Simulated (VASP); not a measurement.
# CdSe (Fm-3m) in VASP: notebook

Aim: see how the results for CdSe move with the level of theory and the settings. Levels: r2SCAN, PBE. Tasks: single point.

All numbers are computed with VASP 6.6.1; they aren't measurements. Logs are shortened: lines on timing, memory, paths and dates and some standing lists are left out, and cuts for length are marked.

### 1 The cell of the first run

Symmetry: Fm-3m, No. 225, cubic system. The conventional cell has a = 5.786 Å, b = 5.786 Å, c = 5.786 Å, α = 90.00°, β = 90.00°, γ = 90.00°. Cd (site symmetry m-3m) has 6 Se at 2.89 Å within 3.8 Å. Within 3.8 Å of Se (site symmetry m-3m) lie 6 Cd at 2.89 Å.

### 2 Single point, r2SCAN

POSCAR reads:

```
CdSe
1.0
    0.0000000000      2.8929913891      2.8929913891
    2.8929913891      0.0000000000      2.8929913891
    2.8929913891      2.8929913891      0.0000000000
Cd Se
1 1
Direct
    0.0000000000      0.0000000000      0.0000000000
    0.5000000000      0.5000000000      0.5000000000
```

INCAR.step1 reads:

```
SYSTEM = CdSe
PREC = Accurate
ENCUT = 520
ISMEAR = -1
SIGMA = 0.05
LREAL = .FALSE.
LASPH = .TRUE.
NELM = 60
NBANDS = 16
GGA = PE
ALGO = Normal
EDIFF = 1E-4
LWAVE = .TRUE.
LCHARG = .FALSE.
```

INCAR.step2 reads:

```
SYSTEM = CdSe
PREC = Accurate
ENCUT = 520
EDIFF = 1E-6
ISMEAR = -1
SIGMA = 0.05
LREAL = .FALSE.
LASPH = .TRUE.
NELM = 60
ALGO = Normal
ISIF = 2
LWAVE = .FALSE.
LCHARG = .TRUE.
METAGGA = R2SCAN
LMIXTAU = .TRUE.
LELF = .TRUE.
LVHAR = .TRUE.
NBANDS = 16
ISTART = 1
```

KPOINTS reads:

```
Automatic mesh
0
G
  8 8 8
  0 0 0
```

Potentials or basis: VASP PAW PBE potentials, release 64 (Cd, Se).

Run with:

```
$ cat potpaw_PBE.64/Cd/POTCAR potpaw_PBE.64/Se/POTCAR > POTCAR
$ cp INCAR.step1 INCAR
$ mpirun -np 1 vasp_std > vasp.out
$ cp INCAR.step2 INCAR
$ mpirun -np 1 vasp_std > vasp.out
```

OUTCAR:

```text
SYSTEM = CdSe
   PREC = Accurate
   ENCUT = 520
   EDIFF = 1E-6
   ISMEAR = -1
   LREAL = .FALSE.
   LASPH = .TRUE.
   NELM = 60
   ISIF = 2
   METAGGA = R2SCAN
   ISTART = 1

 ion  position               nearest neighbor table
   1  0.000  0.000  0.000-   2 2.89   2 2.89   2 2.89   2 2.89   2 2.89   2 2.89
   2  0.500  0.500  0.500-   1 2.89   1 2.89   1 2.89   1 2.89   1 2.89   1 2.89

  LATTYP: Found a face centered cubic cell.
 ALAT       =     5.7859827782

  Lattice vectors:

 A1 = (   0.0000000000,   2.8929913891,   2.8929913891)
 A2 = (   2.8929913891,   0.0000000000,   2.8929913891)
 A3 = (   2.8929913891,   2.8929913891,   0.0000000000)

Analysis of symmetry for initial positions (statically):
=====================================================================
 Subroutine PRICEL returns:
 Original cell was already a primitive cell.

 Routine SETGRP: Setting up the symmetry group for a
 face centered cubic supercell.

 Subroutine GETGRP returns: Found 48 space group operations
 (whereof 48 operations were pure point group operations)
 out of a pool of 48 trial point group operations.

The static configuration has the point symmetry O_h .

Analysis of symmetry for dynamics (positions and initial velocities):
=====================================================================
 Subroutine PRICEL returns:
 Original cell was already a primitive cell.

 Routine SETGRP: Setting up the symmetry group for a
 face centered cubic supercell.

 Subroutine GETGRP returns: Found 48 space group operations
 (whereof 48 operations were pure point group operations)
 out of a pool of 48 trial point group operations.

The dynamic configuration has the point symmetry O_h .

 Subroutine INISYM returns: Found 48 space group operations
 (whereof 48 operations are pure point group operations),
 and found     1 'primitive' translations

----------------------------------------------------------------------------------------

                                     Primitive cell

  volume of cell :      48.4252

  direct lattice vectors                    reciprocal lattice vectors
     0.000000000  2.892991389  2.892991389    -0.172831486  0.172831486  0.172831486
     2.892991389  0.000000000  2.892991389     0.172831486 -0.172831486  0.172831486
     2.892991389  2.892991389  0.000000000     0.172831486  0.172831486 -0.172831486

  length of vectors
     4.091307658  4.091307658  4.091307658     0.299352914  0.299352914  0.299352914

  position of ions in fractional coordinates (direct lattice)
     0.000000000  0.000000000  0.000000000
     0.500000000  0.500000000  0.500000000

  ion indices of the primitive-cell ions
   primitive index   ion index
                 1           1
                 2           2

----------------------------------------------------------------------------------------

 KPOINTS: Automatic mesh

Automatic generation of k-mesh.
 Grid dimensions read from file:
 generate k-points for:    8    8    8

 Generating k-lattice:

  Cartesian coordinates                     Fractional coordinates (reciprocal lattice)
    -0.021603936  0.021603936  0.021603936     0.125000000  0.000000000  0.000000000
     0.021603936 -0.021603936  0.021603936     0.000000000  0.125000000  0.000000000
     0.021603936  0.021603936 -0.021603936     0.000000000  0.000000000  0.125000000

  Length of vectors
     0.037419114  0.037419114  0.037419114

  Shift w.r.t. Gamma in fractional coordinates (k-lattice)
     0.000000000  0.000000000  0.000000000

 Subroutine IBZKPT returns following result:
 ===========================================

 Found     29 irreducible k-points:

 Following reciprocal coordinates:
            Coordinates               Weight
  0.000000  0.000000  0.000000      1.000000
  0.125000  0.000000  0.000000      8.000000
  0.250000  0.000000  0.000000      8.000000
  0.375000  0.000000  0.000000      8.000000
  0.500000  0.000000  0.000000      4.000000
  0.125000  0.125000  0.000000      6.000000
[... 16 lines left out ...]
  0.500000  0.250000  0.125000     48.000000
 -0.375000  0.250000  0.125000     24.000000
 [... further k-points ...]
   k-points           NKPTS =     29   k-points in BZ     NKDIM =     29   number of bands    NBANDS=     16
   number of dos      NEDOS =    301   number of ions     NIONS =      2
   total plane-waves  NPLWV =  27000
   dimension x,y,z NGX =    30 NGY =   30 NGZ =   30
   dimension x,y,z NGXF=    60 NGYF=   60 NGZF=   60
   ions per type =               1   1
   NGX,Y,Z   is equivalent  to a cutoff of  12.19, 12.19, 12.19 a.u.
   NGXF,Y,Z  is equivalent  to a cutoff of  24.38, 24.38, 24.38 a.u.
 SYSTEM =  CdSe
   PREC   = accura    normal or accurate (medium, high low for compatibility)
   ISTART =      1    job   : 0-new  1-cont  2-samecut
   ICHARG =      0    charge: 1-file 2-atom 10-const
   ISPIN  =      1    spin polarized calculation?
   LNONCOLLINEAR =      F non collinear calculations
   LSORBIT =      F    spin-orbit coupling
   LASPH  =      T    aspherical Exc in radial PAW
   ENCUT  =  520.0 eV  38.22 Ry    6.18 a.u.   7.61  7.61  7.61*2*pi/ulx,y,z
   NELM   =     60;   NELMIN=  2; NELMDL=  0     # of ELM steps
   EDIFF  = 0.1E-05   stopping-criterion for ELM
   LREAL  =      F    real-space projection
   EDIFFG = 0.1E-04   stopping-criterion for IOM
   NSW    =      0    number of steps for IOM
   IBRION =     -1    ionic relax: 0-MD 1-quasi-New 2-CG
   NFREE  =      0    steps in history (QN), initial steepest desc. (CG)
   ISIF   =      2    stress and relaxation
   ISYM   =      2    0-nonsym 1-usesym 2-fastsym
   POTIM  = 0.5000    time-step for ionic-motion
   TEBEG  =    0.0;   TEEND  =   0.0 temperature during run
   PSTRESS=    0.0 pullay stress
   NELECT =      18.0000    total number of electrons
   NUPDOWN=      -1.0000    fix difference up-down
   EMIN   =  10.00;   EMAX   =-10.00  energy-range for DOS
   EFERMI =   0.00;   METHOD = LEGACY
   ISMEAR =    -1;   SIGMA  =   0.05  broadening in eV -4-tet -1-fermi 0-gaus
   EFERMI_NEDOS =   21; number of points for ismear=-14 and -15
   IALGO  =     38    algorithm
   IMIX   =      4    mixing-type and parameters
     AMIX     =   0.40;   BMIX     =  1.00
     AMIX_MAG =   1.60;   BMIX_MAG =  1.00
  volume/ion in A,a.u.               =      24.21       163.39
  Fermi-wavevector in a.u.,A,eV,Ry     =   1.177087  2.224372 18.851329  1.385534
  Thomas-Fermi vector in A             =   2.313440
   LORBIT       =      0    0 simple, 1 ext, 2 COOP (PROOUT), +10 PAW based schemes
   METAGGA = R2SCAN    functional components
   LHFCALC =     F    Hartree Fock is set to
   AEXX    =    0.0000 exact exchange contribution
   IVDW    =     0    specifies the selected vdW correction
   LEPSILON=     F    determine dielectric tensor
   LRPA    =     F    only Hartree local field effects (RPA)
 non-spin polarized calculation
  energy-cutoff  :      520.00
  volume of cell :       48.43
 maximum number of plane-waves:      1323
   NGX = 15   NGY = 15   NGZ = 15

 number of electron      18.0000009 magnetization

 Free energy of the ion-electron system (eV)
  ---------------------------------------------------
  ext. energy  EPLUGINS =         0.00000000
  ---------------------------------------------------
  free energy    TOTEN  =       -35.68306208 eV

  energy without entropy =      -35.68079411  energy(sigma->0) =      -35.68192810

 E-fermi :   1.9201     XC(G=0): -10.4022

 val. band max:        1.8223673671   @ k =   0.5000   0.5000   0.0000
 cond. band min:       2.4248368250   @ k =   0.0000   0.0000   0.0000
 fundamental gap:      0.6024694578
 Fermi energy:         1.9201369845

 k-point     1 :       0.0000    0.0000    0.0000
  band No.  band energies     occupation
      1     -11.3499      2.00000
      2      -6.3249      2.00000
      3      -6.3249      2.00000
      4      -6.3110      2.00000
      5      -6.3110      2.00000
      6      -6.3110      2.00000
[... 8 lines left out ...]
     15      12.2773      0.00000
     16      12.2773      0.00000

 k-point     2 :       0.1250    0.0000    0.0000
  band No.  band energies     occupation
      1     -11.2410      2.00000
      2      -6.3557      2.00000
      3      -6.3557      2.00000
      4      -6.3187      2.00000
      5      -6.2943      2.00000
      6      -6.2943      2.00000
[... 8 lines left out ...]
     15      11.7579      0.00000
     16      12.0513      0.00000

 k-point     3 :       0.2500    0.0000    0.0000
  band No.  band energies     occupation
      1     -10.9539      2.00000
      2      -6.4318      2.00000
      3      -6.4318      2.00000
      4      -6.3467      2.00000
      5      -6.2502      2.00000
      6      -6.2502      2.00000
[... 8 lines left out ...]
     15      12.5777      0.00000
     16      12.5777      0.00000

 k-point     4 :       0.3750    0.0000    0.0000
  band No.  band energies     occupation
      1     -10.6220      2.00000
      2      -6.5060      2.00000
      3      -6.5060      2.00000
      4      -6.3972      2.00000
      5      -6.2054      2.00000
      6      -6.2054      2.00000
[... 8 lines left out ...]
     15      14.0426      0.00000
     16      14.0426      0.00000
[... 324 lines left out ...]
 k-point    22 :       0.3750    0.2500    0.1250
  band No.  band energies     occupation
      1     -10.7939      2.00000
      2      -6.4355      2.00000
      3      -6.3780      2.00000
      4      -6.3448      2.00000
      5      -6.2373      2.00000
      6      -6.1956      2.00000
[... 8 lines left out ...]
     15      14.9337      0.00000
     16      15.0990      0.00000

 k-point    23 :       0.5000    0.2500    0.1250
  band No.  band energies     occupation
      1     -10.5753      2.00000
      2      -6.4537      2.00000
      3      -6.3721      2.00000
      4      -6.3405      2.00000
      5      -6.1994      2.00000
      6      -6.1403      2.00000
[... 8 lines left out ...]
     15      15.0734      0.00000
     16      15.7270      0.00000

 k-point    24 :      -0.3750    0.2500    0.1250
  band No.  band energies     occupation
      1     -10.4797      2.00000
      2      -6.4779      2.00000
      3      -6.3503      2.00000
      4      -6.3348      2.00000
      5      -6.1776      2.00000
      6      -6.1132      2.00000
[... 8 lines left out ...]
     15      13.5674      0.00000
     16      16.3613      0.00000

 [... further k-points ...]

------------------------ aborting loop because EDIFF is reached ----------------------------------------

  FORCE on cell =-STRESS in cart. coord.  units (eV):
  Direction    XX          YY          ZZ          XY          YZ          ZX
  --------------------------------------------------------------------------------------
  -------------------------------------------------------------------------------------
  Total       -0.8895774     -0.8895774     -0.8895774      0.0000000      0.0000000      0.0000000
  in kB      -29.4322106    -29.4322106    -29.4322106      0.0000000      0.0000000      0.0000000
  external PRESSURE =     -29.4322106 kB  Pullay stress =       0.0000000 kB

 VOLUME and BASIS-vectors are now :
 -----------------------------------------------------------------------------
  energy-cutoff  :      520.00
  volume of cell :       48.43
      direct lattice vectors                 reciprocal lattice vectors
     0.000000000  2.892991389  2.892991389    -0.172831486  0.172831486  0.172831486
     2.892991389  0.000000000  2.892991389     0.172831486 -0.172831486  0.172831486
     2.892991389  2.892991389  0.000000000     0.172831486  0.172831486 -0.172831486

 POSITION                                       TOTAL-FORCE (eV/Angst)
 -----------------------------------------------------------------------------------
      0.00000      0.00000      0.00000         0.000000      0.000000      0.000000
      2.89299      2.89299      2.89299        -0.000000     -0.000000     -0.000000
 -----------------------------------------------------------------------------------
    total drift:                               -0.000000      0.000000      0.000000

  FREE ENERGIE OF THE ION-ELECTRON SYSTEM (eV)
  ---------------------------------------------------
  free  energy   TOTEN  =       -35.6830620839 eV

  energy  without entropy=      -35.6807941117  energy(sigma->0) =      -35.68192810
```

Wall time 46 s (1 thread of Intel Xeon 6975P-C (Granite Rapids), shared host); peak memory 0.18 GiB.

Results:

| Property | Result |
| --- | --- |
| Free energy | -35.6831 eV |
| Pressure | -2.9 GPa |

Levels at points of the mesh, in eV from the Fermi level:
| k point | band 5 | band 6 | band 7 | band 8 | band 9 | band 10 | band 11 | band 12 | band 13 | band 14 |
| --- | --- | --- | --- | --- | --- | --- | --- | --- | --- | --- |
| (0.00, 0.00, 0.00) | -8.23 | -8.23 | -0.68 | -0.68 | -0.68 | 0.50 | 9.05 | 9.05 | 9.05 | 10.36 |
| (0.50, 0.00, 0.00) | -8.11 | -8.11 | -4.93 | -0.16 | -0.16 | 3.49 | 5.72 | 5.72 | 6.25 | 11.77 |
| (0.50, 0.50, 0.00) | -8.06 | -7.57 | -4.09 | -2.09 | -2.09 | -0.10 | 5.81 | 10.27 | 10.90 | 10.90 |

Caveat: the PAW data sets were made with another functional, which shifts forces and pressure a little.

### 3 Single point, r2SCAN

This run uses another cell than the first one, of 24.69 Å³/atom, 1.020 times its volume.

POSCAR reads:

```
CdSe
1.0
    0.0000000000      2.9117775739      2.9117775739
    2.9117775739      0.0000000000      2.9117775739
    2.9117775739      2.9117775739      0.0000000000
Cd Se
1 1
Direct
    0.0000000000      0.0000000000      0.0000000000
    0.5000000000      0.5000000000      0.5000000000
```

Changes to INCAR.step1 since step 2:

```diff
@@ -7,3 +7,3 @@
 LASPH = .TRUE.
-NELM = 60
+NELM = 100
 NBANDS = 16
```

INCAR.step2 reads:

```
SYSTEM = CdSe
PREC = Accurate
ENCUT = 520
EDIFF = 1E-6
ISMEAR = -1
SIGMA = 0.05
LREAL = .FALSE.
LASPH = .TRUE.
NELM = 100
ALGO = Normal
ISIF = 2
LWAVE = .FALSE.
LCHARG = .FALSE.
METAGGA = R2SCAN
LMIXTAU = .TRUE.
NBANDS = 16
ISTART = 1
```

KPOINTS is that of step 2.

Potentials or basis: VASP PAW PBE potentials, release 64 (Cd, Se).

Run with:

```
$ cat potpaw_PBE.64/Cd/POTCAR potpaw_PBE.64/Se/POTCAR > POTCAR
$ cp INCAR.step1 INCAR
$ mpirun -np 1 vasp_std > vasp.out
$ cp INCAR.step2 INCAR
$ mpirun -np 1 vasp_std > vasp.out
```

Wall time 31 s (1 thread of Intel Xeon 6975P-C (Granite Rapids), shared host); peak memory 0.19 GiB.

Results (log left out):

```yaml
Free_energy: -35.6626 eV
Pressure: -4.0 GPa
```

Levels at points of the mesh, in eV from the Fermi level:
```tsv
k point	band 6	band 7	band 8	band 9	band 10	band 11	band 12	band 13
(0.00, 0.00, 0.00)	-8.21	-0.65	-0.65	-0.65	0.43	9.03	9.03	9.03
(0.50, 0.00, 0.00)	-8.09	-4.83	-0.16	-0.16	3.49	5.71	5.71	6.10
(0.50, 0.50, 0.00)	-7.59	-3.97	-2.02	-2.02	-0.10	5.83	10.12	10.76
```

Caveat: the PAW data sets were made with another functional, which shifts forces and pressure a little.

### 4 Single point, r2SCAN

This run uses another cell than the first one, of 25.16 Å³/atom, 1.039 times its volume.

POSCAR reads:

```
CdSe
1.0
    0.0000000000      2.9303244279      2.9303244279
    2.9303244279      0.0000000000      2.9303244279
    2.9303244279      2.9303244279      0.0000000000
Cd Se
1 1
Direct
    0.0000000000      0.0000000000      0.0000000000
    0.5000000000      0.5000000000      0.5000000000
```

INCAR.step1 reads:

```
SYSTEM = CdSe
PREC = Accurate
ENCUT = 520
ISMEAR = -1
SIGMA = 0.05
LREAL = .False.
LASPH = .True.
NELM = 80
NBANDS = 16
GGA = PE
ALGO = Normal
EDIFF = 1E-4
LWAVE = .True.
LCHARG = .False.
```

INCAR.step2 reads:

```
SYSTEM = CdSe
PREC = Accurate
ENCUT = 520
EDIFF = 1E-7
ISMEAR = -1
SIGMA = 0.05
LREAL = .False.
LASPH = .True.
NELM = 80
ALGO = Normal
ISIF = 2
LWAVE = .False.
LCHARG = .False.
METAGGA = R2SCAN
LMIXTAU = .True.
NBANDS = 16
ISTART = 1
```

KPOINTS reads:

```
regular mesh
0
Gamma
  8 8 8
  0 0 0
```

Run with:

```
$ cat potpaw_PBE.64/Cd/POTCAR potpaw_PBE.64/Se/POTCAR > POTCAR
$ cp INCAR.step1 INCAR
$ mpirun -np 1 vasp_std > vasp.out
$ cp INCAR.step2 INCAR
$ mpirun -np 1 vasp_std > vasp.out
```

Run time: 43 s. Hardware: 1 thread of Intel Xeon 6975P-C (Granite Rapids), shared host; peak memory 0.2 GiB.

The run converged. Its results:

* Free energy: -35.6364 eV
* Pressure: -4.9 GPa

Levels at points of the mesh, in eV from the Fermi level:
```
           k point  band 7  band 8  band 9  band 10  band 11  band 12
(0.00, 0.00, 0.00)   -0.63   -0.63   -0.63     0.35     9.01     9.01
(0.50, 0.00, 0.00)   -4.74   -0.17   -0.17     3.50     5.71     5.71
(0.50, 0.50, 0.00)   -3.85   -1.96   -1.96    -0.10     5.85     9.97
```

Caveat: the PAW data sets were made with another functional, which shifts forces and pressure a little.

### 5 Single point, PBE

INCAR reads:

```
ALGO     = Normal         # electronic algorithm
EDIFF    = 1E-7           # SCF threshold, eV
ENCUT    = 520            # plane-wave cutoff, eV
GGA      = PE             # functional
ISIF     = 2              # what is computed and relaxed
ISMEAR   = -1             # smearing method
LASPH    = T              # aspherical terms in the spheres
LCHARG   = F              # write CHGCAR
LREAL    = F              # projectors in reciprocal space
LWAVE    = F              # write WAVECAR
NBANDS   = 16             # bands
NELM     = 60             # most SCF steps
PREC     = Accurate       # precision mode
SIGMA    = 0.05           # smearing width, eV
```

KPOINTS reads:

```
k-points
0
Gamma
  8 8 8
```

POSCAR reads:

```
CdSe
1.0
    0.0000000000      2.8929913891      2.8929913891
    2.8929913891      0.0000000000      2.8929913891
    2.8929913891      2.8929913891      0.0000000000
Cd Se
1 1
Direct
    0.0000000000      0.0000000000      0.0000000000
    0.5000000000      0.5000000000      0.5000000000
```

Run with:

```
$ cat potpaw_PBE.64/Cd/POTCAR potpaw_PBE.64/Se/POTCAR > POTCAR
$ mpirun -np 1 vasp_std > vasp.out
```

Run time: 12 s. Hardware: 1 thread of Intel Xeon 6975P-C (Granite Rapids), shared host; peak memory 0.17 GiB.

It converged, with:

| Item | Value |
| --- | --- |
| Free energy | -5.2025 eV |
| Pressure | -1.1 GPa |
| Band gap on the k mesh | zero (band 9 reaches 2.08 eV, above the bottom of band 10 at 1.64 eV) |

Levels at points of the mesh, in eV from the Fermi level:
```
           k point  band 6  band 7  band 8  band 9  band 10  band 11  band 12  band 13
(0.00, 0.00, 0.00)   -7.96   -0.66   -0.66   -0.66    -0.08     8.54     8.54     8.54
(0.50, 0.00, 0.00)   -7.83   -4.91   -0.14   -0.14     2.95     5.18     5.18     5.67
(0.50, 0.50, 0.00)   -7.34   -4.03   -2.06   -2.06    -0.54     5.41     9.48    10.07
```

### 6 Summary

| level | cell | pressure (GPa) |
| --- | --- | --- |
| r2SCAN | a = 4.091 Å, angles 60.0°, 2 atoms | -2.9 |
| r2SCAN | a = 4.118 Å, angles 60.0°, 2 atoms | -4.0 |
| r2SCAN | a = 4.144 Å, angles 60.0°, 2 atoms | -4.9 |
| PBE | a = 4.091 Å, angles 60.0°, 2 atoms | -1.1 |

Alike in all rows: task single point; potentials or basis VASP PAW PBE potentials, release 64 (Cd, Se); no spin polarisation; k mesh 8 × 8 × 8; cutoff (eV) 520; smearing fermi-dirac 0.05 eV.

Caveats: the PAW data sets were made with another functional, which shifts forces and pressure a little (some runs).

Total energies depend on the potentials used, so only differences within one code and one set of settings carry meaning.
